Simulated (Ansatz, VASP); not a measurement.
**PbI2: VASP beside Ansatz**

File INCAR:

```
ALGO = Normal
EDIFF = 1E-6
ENCUT = 500
GGA = PE
GGA_COMPAT = F
ISIF = 2
ISMEAR = 0
LASPH = T
LCHARG = T
LELF = T
LREAL = F
LVHAR = T
LWAVE = F
NBANDS = 21
NELM = 120
PREC = Accurate
SIGMA = 0.01
```

Contents of KPOINTS:

```
k-points
0
Gamma
  6 6 4
```

The input POSCAR:

```
PbI2
1.0
    4.5657260523      0.0000000000      0.0000000000
   -2.2828630262      3.9540347480      0.0000000000
    0.0000000000      0.0000000000      7.0410821077
Pb I
1 2
Direct
    0.0000000000      0.0000000000      0.0000000000
    0.3333333333      0.6666666667      0.2667794128
    0.6666666667      0.3333333333      0.7332205872
```

Input for Ansatz:

```yaml
crystal:
  lattice:
    - [4.5657260523, 0.0, 0.0]
    - [-2.2828630262, 3.954034748, 0.0]
    - [0.0, 0.0, 7.0410821077]
  atoms:
    - { symbol: Pb, position: [0.0, 0.0, 0.0] }
    - { symbol: I, position: [0.3333333333, 0.6666666667, 0.2667794128] }
    - { symbol: I, position: [0.6666666667, 0.3333333333, 0.7332205872] }
kpoints:
  mp_grid: { grid: [6, 6, 4] }
hamiltonian:
  xc: pbe
scf:
  occupations: { method: fixed }
output:
  optics:
    e_range: [0, 14]
    de: 0.05
    sigma: 0.1
    bands: { spectra_wanted_up_to: 14 }
    scissors: 0.703
  write_density: true
  write_potential: true
  elf: true
  volumetric_format: npy
```

Alike in both runs: task single point; functional PBE; k mesh 6 × 6 × 4; no spin polarisation.

|  | VASP | Ansatz |
| --- | --- | --- |
| version | VASP 6.6.1 | Ansatz 0.2.0 |
| potentials or method | VASP PAW PBE potentials, release 64 (Pb_d, I) | plane waves, PAW |
| plane-wave cutoff (eV) | 500 | 420 |
| occupations | gaussian, width 0.01 eV | fixed |
| valence electrons in the cell | 28 | 48 |

|  | VASP | Ansatz | Ansatz less VASP |
| --- | --- | --- | --- |
| gap on the k mesh at the Fermi level (eV) | 2.23 | 2.23 | 0.000 |

VASP's potentials hold 28 valence electrons a cell and Ansatz's 48, so a difference there can come from the potentials and not from the codes.

Spin-orbit coupling is off throughout.
